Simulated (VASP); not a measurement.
# TaN (P6/mmm) in VASP: further runs

TaN is run at these levels: PBEsol; tasks: single point.

All numbers are computed with VASP 6.6.1; they aren't measurements. Logs are shortened: lines on timing, memory, paths and dates and some standing lists are left out, and cuts for length are marked.

## Step 1: The cell of the first run

Symmetry: P6/mmm, No. 191, hexagonal system. Conventional cell: a = 5.085 Å, b = 5.085 Å, c = 2.849 Å, α = 90.00°, β = 90.00°, γ = 120.00°. Ta (site symmetry 6/mmm) has 6 N at 2.54 Å and 14 Ta at 2.85 to 3.26 Å within 3.4 Å. Ta (site symmetry -6m2) has 6 N at 2.05 Å within 2.7 Å. N (site symmetry mmm) has 6 Ta at 2.05 to 2.54 Å and 4 N at 2.54 Å within 2.7 Å.

## Step 2: Single point, PBEsol

INCAR

```
SYSTEM = TaN
PREC = Accurate
ENCUT = 700
EDIFF = 1E-6
ISMEAR = -1
SIGMA = 0.1
LREAL = .FALSE.
LASPH = .TRUE.
NELM = 120
ALGO = Normal
ISIF = 2
LWAVE = .FALSE.
LCHARG = .FALSE.
GGA = PS
NBANDS = 36
GGA_COMPAT = .FALSE.
```

KPOINTS

```
Automatic mesh
0
G
  5 5 8
  0 0 0
```

POSCAR

```
TaN
1.0
    5.0850314903      0.0000000000      0.0000000000
   -2.5425157452      4.4037664487      0.0000000000
    0.0000000000      0.0000000000      2.8486364041
Ta N
3 3
Direct
    0.0000000000      0.0000000000      0.0000000000
    0.3333333333      0.6666666667      0.5000000000
    0.6666666667      0.3333333333      0.5000000000
    0.5000000000      0.0000000000      0.0000000000
    0.5000000000      0.5000000000      0.0000000000
    0.0000000000      0.5000000000      0.0000000000
```

Potentials or basis: VASP PAW PBE potentials, release 64 (Ta_sv_GW, N).

Started as:

```
cat potpaw_PBE.64/Ta_sv_GW/POTCAR potpaw_PBE.64/N/POTCAR > POTCAR
mpirun -np 1 vasp_std > vasp.out
```

OUTCAR:

```text
SYSTEM = TaN
   PREC = Accurate
   ENCUT = 700
   EDIFF = 1E-6
   ISMEAR = -1
   LREAL = .FALSE.
   LASPH = .TRUE.
   NELM = 120
   ISIF = 2
   GGA = PS

 ion  position               nearest neighbor table
   1  0.000  0.000  0.000-   2 3.26   2 3.26   3 3.26   3 3.26   2 3.26   3 3.26   2 3.26   3 3.26
                             3 3.26   3 3.26   2 3.26   2 3.26
   2  0.333  0.667  0.500-   4 2.05   4 2.05   6 2.05   6 2.05   5 2.05   5 2.05   3 2.94   3 2.94
                             3 2.94   1 3.26   1 3.26   1 3.26   1 3.26   1 3.26   1 3.26
   3  0.667  0.333  0.500-   4 2.05   4 2.05   6 2.05   6 2.05   5 2.05   5 2.05   2 2.94   2 2.94
                             2 2.94   1 3.26   1 3.26   1 3.26   1 3.26   1 3.26   1 3.26
   4  0.500  0.000  0.000-   2 2.05   3 2.05   2 2.05   3 2.05
   5  0.500  0.500  0.000-   2 2.05   3 2.05   2 2.05   3 2.05
   6  0.000  0.500  0.000-   2 2.05   3 2.05   2 2.05   3 2.05

  LATTYP: Found a hexagonal cell.
 ALAT       =     5.0850314903
 C/A-ratio  =     0.5602003467

  Lattice vectors:

 A1 = (   5.0850314903,   0.0000000000,   0.0000000000)
 A2 = (  -2.5425157452,   4.4037664487,   0.0000000000)
 A3 = (   0.0000000000,   0.0000000000,   2.8486364041)

Analysis of symmetry for initial positions (statically):
=====================================================================
 Subroutine PRICEL returns:
 Original cell was already a primitive cell.

 Routine SETGRP: Setting up the symmetry group for a
 hexagonal supercell.

 Subroutine GETGRP returns: Found 24 space group operations
 (whereof 24 operations were pure point group operations)
 out of a pool of 24 trial point group operations.

The static configuration has the point symmetry D_6h.

Analysis of symmetry for dynamics (positions and initial velocities):
=====================================================================
 Subroutine PRICEL returns:
 Original cell was already a primitive cell.

 Routine SETGRP: Setting up the symmetry group for a
 hexagonal supercell.

 Subroutine GETGRP returns: Found 24 space group operations
 (whereof 24 operations were pure point group operations)
 out of a pool of 24 trial point group operations.

The dynamic configuration has the point symmetry D_6h.

 Subroutine INISYM returns: Found 24 space group operations
 (whereof 24 operations are pure point group operations),
 and found     1 'primitive' translations

----------------------------------------------------------------------------------------

                                     Primitive cell

  volume of cell :      63.7903

  direct lattice vectors                    reciprocal lattice vectors
     5.085031490  0.000000000  0.000000000     0.196655616  0.113539173  0.000000000
    -2.542515745  4.403766449  0.000000000     0.000000000  0.227078346  0.000000000
     0.000000000  0.000000000  2.848636404     0.000000000  0.000000000  0.351045152

  length of vectors
     5.085031490  5.085031490  2.848636404     0.227078346  0.227078346  0.351045152

  position of ions in fractional coordinates (direct lattice)
     0.000000000  0.000000000  0.000000000
     0.333333333  0.666666667  0.500000000
     0.666666667  0.333333333  0.500000000
     0.500000000  0.000000000  0.000000000
     0.500000000  0.500000000  0.000000000
     0.000000000  0.500000000  0.000000000

  ion indices of the primitive-cell ions
   primitive index   ion index
                 1           1
                 2           2
                 3           3
                 4           4
                 5           5
                 6           6

----------------------------------------------------------------------------------------

 KPOINTS: Automatic mesh

Automatic generation of k-mesh.
 Grid dimensions read from file:
 generate k-points for:    5    5    8

 Generating k-lattice:

  Cartesian coordinates                     Fractional coordinates (reciprocal lattice)
     0.039331123  0.022707835  0.000000000     0.200000000  0.000000000  0.000000000
     0.000000000  0.045415669  0.000000000     0.000000000  0.200000000  0.000000000
     0.000000000  0.000000000  0.043880644     0.000000000  0.000000000  0.125000000

  Length of vectors
     0.045415669  0.045415669  0.043880644

  Shift w.r.t. Gamma in fractional coordinates (k-lattice)
     0.000000000  0.000000000  0.000000000

 Subroutine IBZKPT returns following result:
 ===========================================

 Found     25 irreducible k-points:

 Following reciprocal coordinates:
            Coordinates               Weight
  0.000000  0.000000  0.000000      1.000000
  0.200000  0.000000  0.000000      6.000000
  0.400000 -0.000000  0.000000      6.000000
  0.200000  0.200000  0.000000      6.000000
  0.400000  0.200000  0.000000      6.000000
  0.000000  0.000000  0.125000      2.000000
[... 16 lines left out ...]
  0.400000 -0.000000  0.500000      6.000000
  0.200000  0.200000  0.500000      6.000000
   k-points           NKPTS =     25   k-points in BZ     NKDIM =     25   number of bands    NBANDS=     36
   number of dos      NEDOS =    301   number of ions     NIONS =      6
   total plane-waves  NPLWV =  64512
   dimension x,y,z NGX =    48 NGY =   48 NGZ =   28
   dimension x,y,z NGXF=    96 NGYF=   96 NGZF=   56
   ions per type =               3   3
   NGX,Y,Z   is equivalent  to a cutoff of  15.69, 15.69, 16.34 a.u.
   NGXF,Y,Z  is equivalent  to a cutoff of  31.39, 31.39, 32.68 a.u.
 SYSTEM =  TaN
   PREC   = accura    normal or accurate (medium, high low for compatibility)
   ISTART =      0    job   : 0-new  1-cont  2-samecut
   ICHARG =      2    charge: 1-file 2-atom 10-const
   ISPIN  =      1    spin polarized calculation?
   LNONCOLLINEAR =      F non collinear calculations
   LSORBIT =      F    spin-orbit coupling
   LASPH  =      T    aspherical Exc in radial PAW
   ENCUT  =  700.0 eV  51.45 Ry    7.17 a.u.  10.97 10.97  6.15*2*pi/ulx,y,z
   NELM   =    120;   NELMIN=  2; NELMDL= -5     # of ELM steps
   EDIFF  = 0.1E-05   stopping-criterion for ELM
   LREAL  =      F    real-space projection
   EDIFFG = 0.1E-04   stopping-criterion for IOM
   NSW    =      0    number of steps for IOM
   IBRION =     -1    ionic relax: 0-MD 1-quasi-New 2-CG
   NFREE  =      0    steps in history (QN), initial steepest desc. (CG)
   ISIF   =      2    stress and relaxation
   ISYM   =      2    0-nonsym 1-usesym 2-fastsym
   POTIM  = 0.5000    time-step for ionic-motion
   TEBEG  =    0.0;   TEEND  =   0.0 temperature during run
   PSTRESS=    0.0 pullay stress
   NELECT =      54.0000    total number of electrons
   NUPDOWN=      -1.0000    fix difference up-down
   EMIN   =  10.00;   EMAX   =-10.00  energy-range for DOS
   EFERMI =   0.00;   METHOD = LEGACY
   ISMEAR =    -1;   SIGMA  =   0.10  broadening in eV -4-tet -1-fermi 0-gaus
   EFERMI_NEDOS =   21; number of points for ismear=-14 and -15
   IALGO  =     38    algorithm
   IMIX   =      4    mixing-type and parameters
     AMIX     =   0.40;   BMIX     =  1.00
     AMIX_MAG =   1.60;   BMIX_MAG =  1.00
  volume/ion in A,a.u.               =      10.63        71.75
  Fermi-wavevector in a.u.,A,eV,Ry     =   1.548654  2.926532 32.631256  2.398330
  Thomas-Fermi vector in A             =   2.653573
   LORBIT       =      0    0 simple, 1 ext, 2 COOP (PROOUT), +10 PAW based schemes
   GGA     = PS    functional components
   LHFCALC =     F    Hartree Fock is set to
   AEXX    =    0.0000 exact exchange contribution
   IVDW    =     0    specifies the selected vdW correction
   LEPSILON=     F    determine dielectric tensor
   LRPA    =     F    only Hartree local field effects (RPA)
 non-spin polarized calculation
  energy-cutoff  :      700.00
  volume of cell :       63.79
 maximum number of plane-waves:      2704
 NGX is ok and might be reduce to    48
   NGX = 21   NGY = 21   NGZ = 13

 number of electron      53.9999998 magnetization

 Free energy of the ion-electron system (eV)
  ---------------------------------------------------
  ext. energy  EPLUGINS =         0.00000000
  ---------------------------------------------------
  free energy    TOTEN  =       -76.06439317 eV

  energy without entropy =      -76.03652093  energy(sigma->0) =      -76.05045705

 E-fermi :  12.9945     XC(G=0): -13.8955

 val. band max:       12.9487478760   @ k =   0.2000   0.0000   0.3750
 cond. band min:      13.0109754083   @ k =   0.0000   0.0000   0.3750
 fundamental gap:      0.0622275324
 Fermi energy:        12.9945342122

 k-point     1 :       0.0000    0.0000    0.0000
  band No.  band energies     occupation
      1     -56.1308      2.00000
      2     -56.0658      2.00000
      3     -55.8348      2.00000
      4     -23.1448      2.00000
      5     -23.1448      2.00000
      6     -22.6848      2.00000
[... 28 lines left out ...]
     35      16.5324      0.00000
     36      16.5325      0.00000

 k-point     2 :       0.2000    0.0000    0.0000
  band No.  band energies     occupation
      1     -56.1251      2.00000
      2     -56.0712      2.00000
      3     -55.8352      2.00000
      4     -23.1838      2.00000
      5     -23.1253      2.00000
      6     -22.6387      2.00000
[... 28 lines left out ...]
     35      16.7903      0.00000
     36      16.8665      0.00000

 k-point     3 :       0.4000   -0.0000    0.0000
  band No.  band energies     occupation
      1     -56.1120      2.00000
      2     -56.0837      2.00000
      3     -55.8358      2.00000
      4     -23.2356      2.00000
      5     -23.0304      2.00000
      6     -22.7105      2.00000
[... 28 lines left out ...]
     35      16.9198      0.00000
     36      17.1263      0.00000
[... 742 lines left out ...]
 k-point    23 :       0.4000   -0.0000    0.5000
  band No.  band energies     occupation
      1     -56.0488      2.00000
      2     -56.0216      2.00000
      3     -55.7863      2.00000
      4     -23.5333      2.00000
      5     -23.3811      2.00000
      6     -22.9657      2.00000
[... 28 lines left out ...]
     35      17.4973      0.00000
     36      19.1284      0.00000

 k-point    24 :       0.2000    0.2000    0.5000
  band No.  band energies     occupation
      1     -56.0517      2.00000
      2     -56.0186      2.00000
      3     -55.7863      2.00000
      4     -23.5420      2.00000
      5     -23.3694      2.00000
      6     -22.9796      2.00000
[... 28 lines left out ...]
     35      17.3048      0.00000
     36      18.8272      0.00000

 [... further k-points ...]
[... 5 lines left out ...]
  --------------------------------------------------------------------------------------
  -------------------------------------------------------------------------------------
  Total        8.5757411      8.5757411     11.7652481     -0.0000000      0.0000000      0.0000000
  in kB      215.3908747    215.3908747    295.4994853     -0.0000000      0.0000000      0.0000000
  external PRESSURE =     242.0937449 kB  Pullay stress =       0.0000000 kB

 VOLUME and BASIS-vectors are now :
 -----------------------------------------------------------------------------
  energy-cutoff  :      700.00
  volume of cell :       63.79
      direct lattice vectors                 reciprocal lattice vectors
     5.085031490  0.000000000  0.000000000     0.196655616  0.113539173  0.000000000
    -2.542515745  4.403766449  0.000000000     0.000000000  0.227078346  0.000000000
     0.000000000  0.000000000  2.848636404     0.000000000  0.000000000  0.351045152

 POSITION                                       TOTAL-FORCE (eV/Angst)
 -----------------------------------------------------------------------------------
      0.00000      0.00000      0.00000         0.000000      0.000000      0.000000
     -0.00000      2.93584      1.42432         0.000000     -0.000000     -0.000000
      2.54252      1.46792      1.42432        -0.000000      0.000000      0.000000
      2.54252      0.00000      0.00000         0.000000      0.000000      0.000000
      1.27126      2.20188      0.00000         0.000000      0.000000      0.000000
     -1.27126      2.20188      0.00000         0.000000      0.000000      0.000000
 -----------------------------------------------------------------------------------
    total drift:                               -0.000000      0.000000     -0.000000

  FREE ENERGIE OF THE ION-ELECTRON SYSTEM (eV)
  ---------------------------------------------------
  free  energy   TOTEN  =       -76.0643931749 eV

  energy  without entropy=      -76.0365209270  energy(sigma->0) =      -76.05045705
```

Run time: 84 s. Hardware: 1 thread of Intel Xeon 6975P-C (Granite Rapids), shared host; peak memory 0.28 GiB.

Results:

```
Free energy            : -76.0644 eV
Pressure               : 24.2 GPa
Band gap on the k mesh : zero (bands 27 and 28 overlap by 2.37 eV)
```

Stress tensor (GPa, compression positive):
```
21.54  0.00  0.00
 0.00 21.54  0.00
 0.00  0.00 29.55
```

Caveat: the stress differs along the axes, from 22 to 30 GPa; the PAW data sets were made with another functional, which shifts forces and pressure a little; spin-orbit coupling is left out, which moves the levels of the heavy elements.

## Step 3: Single point, PBEsol

This run uses another cell than the first one, of 11.54 Å³/atom.

INCAR, as its differences from that of step 2:

```diff
@@ -12,4 +12,6 @@
 LWAVE = .FALSE.
-LCHARG = .FALSE.
+LCHARG = .TRUE.
 GGA = PS
+LELF = .TRUE.
+LVHAR = .TRUE.
 NBANDS = 36
```

KPOINTS

```
regular mesh
0
G
  5 5 8
  0 0 0
```

POSCAR, as its differences from that of step 2:

```diff
@@ -2,5 +2,5 @@
 1.0
-    5.0850314903      0.0000000000      0.0000000000
-   -2.5425157452      4.4037664487      0.0000000000
-    0.0000000000      0.0000000000      2.8486364041
+    5.2253784853      0.0000000000      0.0000000000
+   -2.6126892427      4.5253105116      0.0000000000
+    0.0000000000      0.0000000000      2.9272588394
 Ta N
```

Potentials or basis: VASP PAW PBE potentials, release 64 (Ta_sv_GW, N).

Started as:

```
cat potpaw_PBE.64/Ta_sv_GW/POTCAR potpaw_PBE.64/N/POTCAR > POTCAR
mpirun -np 1 vasp_std > vasp.out
```

Wall time 3.1 min (1 thread of Intel Xeon Platinum 8175M at 2.50GHz (Skylake/Cascade Lake), shared host); peak memory 0.29 GiB.

Results (log left out):

```
Free energy            : -76.3635 eV
Pressure               : -5.3 GPa
Band gap on the k mesh : zero (bands 27 and 28 overlap by 2.08 eV)
```

Stress tensor (GPa, compression positive):
```
-4.33  0.00  0.00
 0.00 -4.33  0.00
 0.00  0.00 -7.13
```

Levels at points of the mesh, in eV from the Fermi level:
```csv
k point,band 23,band 24,band 25,band 26,band 27,band 28,band 29,band 30,band 31,band 32
"(0.00, 0.00, 0.00)",-2.99,-2.99,-2.45,-2.06,-1.24,-1.24,0.77,0.77,1.13,2.08
"(0.00, 0.00, 0.50)",-3.66,-3.06,-3.06,-1.89,0.84,0.84,1.42,1.64,2.45,2.45
```

Caveat: the cell stands under tension; the PAW data sets were made with another functional, which shifts forces and pressure a little; spin-orbit coupling is left out, which moves the levels of the heavy elements.

The gap in the log of VASP goes by the Fermi energy; the results here count the filled bands.